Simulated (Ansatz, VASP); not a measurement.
## ScTe2: VASP beside Ansatz

```xyz
3
Lattice="0.0000 3.5389 3.5389 3.5389 0.0000 3.5389 3.5389 3.5389 0.0000" Properties=species:S:1:pos:R:3 pbc="T T T"
Sc    0.0000    0.0000    0.0000
Te    1.7694    1.7694    1.7694
Te    5.3083    5.3083    5.3083
```

Alike in both runs: task single point; functional PBE; k mesh 8 × 8 × 8; occupations gaussian, width 0.05 eV; no spin polarisation.

```csv
,VASP,Ansatz
version,VASP 6.6.1,Ansatz 0.2.0
potentials or method,"VASP PAW PBE potentials, release 64 (Sc_sv, Te), cutoff 520 eV","scalar-relativistic, plane waves, PAW"
valence electrons in the cell,23,43
```

|  | VASP | Ansatz | Ansatz less VASP |
| --- | --- | --- | --- |
| gap on the k mesh at the Fermi level (eV) | none | none | - |
| pressure (GPa) | 1.1 | 1.1 | -0.06 |

A gap of «none» marks a metal or a gap that the smearing closes. VASP's potentials hold 23 valence electrons a cell and Ansatz's 43, so a difference there can come from the potentials and not from the codes.

Neither program's run includes spin-orbit coupling.
